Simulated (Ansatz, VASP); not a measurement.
SiO2 in VASP and in Ansatz

File INCAR:

```
SYSTEM = SiO2
ALGO     = Normal         ! electronic algorithm
EDIFF    = 1E-7           ! SCF threshold, eV
ENCUT    = 520            ! plane-wave cutoff, eV
ISIF     = 2              ! what is computed and relaxed
ISMEAR   = 0              ! smearing method
LASPH    = .TRUE.         ! aspherical terms in the spheres
LCHARG   = .FALSE.        ! write CHGCAR
LREAL    = .FALSE.        ! projectors in reciprocal space
LWAVE    = .FALSE.        ! write WAVECAR
NBANDS   = 44             ! bands
NELM     = 60             ! most SCF steps
PREC     = Accurate       ! precision mode
SIGMA    = 0.02           ! smearing width, eV
```

File KPOINTS:

```
k-points
0
G
  6 6 6
  0 0 0
```

File POSCAR:

```
SiO2
1.0
   -4.4553296906      4.4553296906      2.6073622167
    4.4553296906     -4.4553296906      2.6073622167
    4.4553296906      4.4553296906     -2.6073622167
Si O
4 8
Direct
    0.1769371919      0.1769371919      0.3538743838
    0.8230628081      0.1769371919      0.0000000000
    0.1769371919      0.8230628081      0.0000000000
    0.8230628081      0.8230628081      0.6461256162
    0.5000000000      0.5000000000      0.5000000000
    0.0000000000      0.5000000000      0.0000000000
    0.5000000000      0.0000000000      0.0000000000
    0.0000000000      0.0000000000      0.5000000000
    0.0000000000      0.2089418893      0.2089418893
    0.7910581107      0.0000000000      0.7910581107
    0.2089418893      0.0000000000      0.2089418893
    0.0000000000      0.7910581107      0.7910581107
```

Input for Ansatz:

```yaml
crystal:
  lattice:
    - [-4.4553296906, 4.4553296906, 2.6073622167]
    - [4.4553296906, -4.4553296906, 2.6073622167]
    - [4.4553296906, 4.4553296906, -2.6073622167]
  atoms:
    - { symbol: Si, position: [0.1769371919, 0.1769371919, 0.3538743838] }
    - { symbol: Si, position: [0.8230628081, 0.1769371919, 0.0] }
    - { symbol: Si, position: [0.1769371919, 0.8230628081, 0.0] }
    - { symbol: Si, position: [0.8230628081, 0.8230628081, 0.6461256162] }
    - { symbol: O, position: [0.5, 0.5, 0.5] }
    - { symbol: O, position: [0.0, 0.5, 0.0] }
    - { symbol: O, position: [0.5, 0.0, 0.0] }
    - { symbol: O, position: [0.0, 0.0, 0.5] }
    - { symbol: O, position: [0.0, 0.2089418893, 0.2089418893] }
    - { symbol: O, position: [0.7910581107, 0.0, 0.7910581107] }
    - { symbol: O, position: [0.2089418893, 0.0, 0.2089418893] }
    - { symbol: O, position: [0.0, 0.7910581107, 0.7910581107] }
basis:
  ecutwfc: 420
kpoints:
  mp_grid: { grid: [6, 6, 6] }
  band_path: { path: [VBM, CBM], npoints: 2 }
hamiltonian:
  xc: lda
scf:
  occupations: { method: gaussian, width: 0.02 }
output:
  forces: true
  stress: true
  eigenvalues: true
checkpoint:
  read: start.run
  write: ck
  compress: false
  write_wavefunctions: false
  write_every: 100000
```

Alike in both runs: task single point; functional LDA; k mesh 6 × 6 × 6; occupations gaussian, width 0.02 eV; no spin polarisation.

|  | VASP | Ansatz |
| --- | --- | --- |
| version | VASP 6.6.1 | Ansatz 0.2.0 |
| potentials or method | VASP PAW LDA potentials, release 64 (Si, O), cutoff 520 eV | scalar-relativistic, plane waves, PAW |
| valence electrons in the cell | 64 | 64 |

Ansatz gave:

| Quantity | Value |
| --- | --- |
| gap on the k mesh at the Fermi level (eV) | 5.35 |
| least direct gap on the mesh (eV) | 5.35 |
| pressure (GPa) | 0.0 |
| rms of the force components (eV/Å) | 0.000 |

Task: Which values does VASP return?

Result: gap on the k mesh at the Fermi level (eV): 5.34; least direct gap on the mesh (eV): 5.34; pressure (GPa): 0.4; rms of the force components (eV/Å): 0.010.

LDA's correlation is that of Perdew and Zunger in VASP and of Perdew and Wang (1992) in Ansatz. Atom by atom the forces differ by 0.010 eV/Å (rms over components).
